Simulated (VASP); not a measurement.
TiO2: single point with PBEsol

The system is TiO2.

```
Ti O
1.0
     9.18283    0.00000    0.00000
     0.00000    9.18283    0.00000
     0.00000    0.00000    5.87774
Ti O
16 32
Cartesian
  0.0000 0.0000 0.0000
  0.0000 0.0000 2.9389
  0.0000 4.5914 0.0000
  0.0000 4.5914 2.9389
  4.5914 0.0000 0.0000
  4.5914 0.0000 2.9389
  4.5914 4.5914 0.0000
  4.5914 4.5914 2.9389
  2.2957 2.2957 1.4694
  2.2957 2.2957 4.4083
  2.2957 6.8871 1.4694
  2.2957 6.8871 4.4083
  6.8871 2.2957 1.4694
  6.8871 2.2957 4.4083
  6.8871 6.8871 1.4694
  6.8871 6.8871 4.4083
  1.3979 1.3979 0.0000
  1.3979 1.3979 2.9389
  1.3979 5.9893 0.0000
  1.3979 5.9893 2.9389
  5.9893 1.3979 0.0000
  5.9893 1.3979 2.9389
  5.9893 5.9893 0.0000
  5.9893 5.9893 2.9389
  3.1935 3.1935 0.0000
  3.1935 3.1935 2.9389
  3.1935 7.7849 0.0000
  3.1935 7.7849 2.9389
  7.7849 3.1935 0.0000
  7.7849 3.1935 2.9389
  7.7849 7.7849 0.0000
  7.7849 7.7849 2.9389
  0.8978 3.6936 1.4694
  0.8978 3.6936 4.4083
  0.8978 8.2850 1.4694
  0.8978 8.2850 4.4083
  5.4892 3.6936 1.4694
  5.4892 3.6936 4.4083
  5.4892 8.2850 1.4694
  5.4892 8.2850 4.4083
  3.6936 0.8978 1.4694
  3.6936 0.8978 4.4083
  3.6936 5.4892 1.4694
  3.6936 5.4892 4.4083
  8.2850 0.8978 1.4694
  8.2850 0.8978 4.4083
  8.2850 5.4892 1.4694
  8.2850 5.4892 4.4083
```

| Property | Result |
| --- | --- |
| Program | VASP 6.6.1 |
| Task | single point |
| Functional | PBEsol |
| Potentials or basis | VASP PAW PBE potentials, release 64 (Ti_sv, O) |
| Cutoff | 520 eV |
| k mesh | 1 × 1 × 1, shifted |
| Occupations | fermi-dirac, width 0.05 eV |
| Spin | no spin polarisation |
| Dipole correction | no |
| Further INCAR settings | LREAL = Auto; ALGO = Normal; EDIFF = 1e-07; NBANDS = 222; ISYM = 0 |

```
Pressure               : 0.6 GPa
Largest force          : 0.021 eV/Å
Band gap on the k mesh : 2.25 eV
```

Forces on the atoms (eV/Å):
```
Ti   0.000  0.000  0.000
Ti   0.000  0.000  0.000
Ti   0.000  0.000  0.000
Ti   0.000  0.000  0.000
Ti   0.000  0.000  0.000
Ti   0.000  0.000  0.000
Ti   0.000  0.000  0.000
Ti   0.000  0.000  0.000
Ti   0.000  0.000  0.000
Ti   0.000  0.000  0.000
Ti   0.000  0.000  0.000
Ti   0.000  0.000  0.000
Ti   0.000  0.000  0.000
Ti   0.000  0.000  0.000
Ti   0.000  0.000  0.000
Ti   0.000  0.000  0.000
O   -0.013 -0.013  0.000
O   -0.013 -0.013  0.000
O   -0.013 -0.013  0.000
O   -0.013 -0.013  0.000
O   -0.013 -0.013  0.000
O   -0.013 -0.013  0.000
O   -0.013 -0.013  0.000
O   -0.013 -0.013  0.000
O    0.013  0.013  0.000
O    0.013  0.013  0.000
O    0.013  0.013  0.000
O    0.013  0.013  0.000
O    0.013  0.013  0.000
O    0.013  0.013  0.000
O    0.013  0.013  0.000
O    0.013  0.013  0.000
O    0.015 -0.015  0.000
O    0.015 -0.015  0.000
O    0.015 -0.015  0.000
O    0.015 -0.015  0.000
O    0.015 -0.015  0.000
O    0.015 -0.015  0.000
O    0.015 -0.015  0.000
O    0.015 -0.015  0.000
O   -0.015  0.015  0.000
O   -0.015  0.015  0.000
O   -0.015  0.015  0.000
O   -0.015  0.015  0.000
O   -0.015  0.015  0.000
O   -0.015  0.015  0.000
O   -0.015  0.015  0.000
O   -0.015  0.015  0.000
```

Stress tensor (GPa, compression positive):
```
 0.61 -0.02  0.00
-0.02  0.61  0.00
 0.00  0.00  0.42
```

Levels at points of the mesh, in eV from the valence-band top:
```csv
k point,band 188,band 189,band 190,band 191,band 192,band 193,band 194,band 195,band 196,band 197
"(0.25, 0.25, 0.25)",-0.63,-0.54,-0.37,-0.37,0.00,2.26,2.26,2.40,2.46,2.50
```

It took 40 min on 1 thread of Intel Xeon 8259CL, with other jobs on the host, peak memory 0.68 GiB.

Caveat: the PAW data sets were made with another functional, which shifts forces and pressure a little; a shifted mesh leaves out Γ, where band edges can lie. A k mesh can miss the band edges.
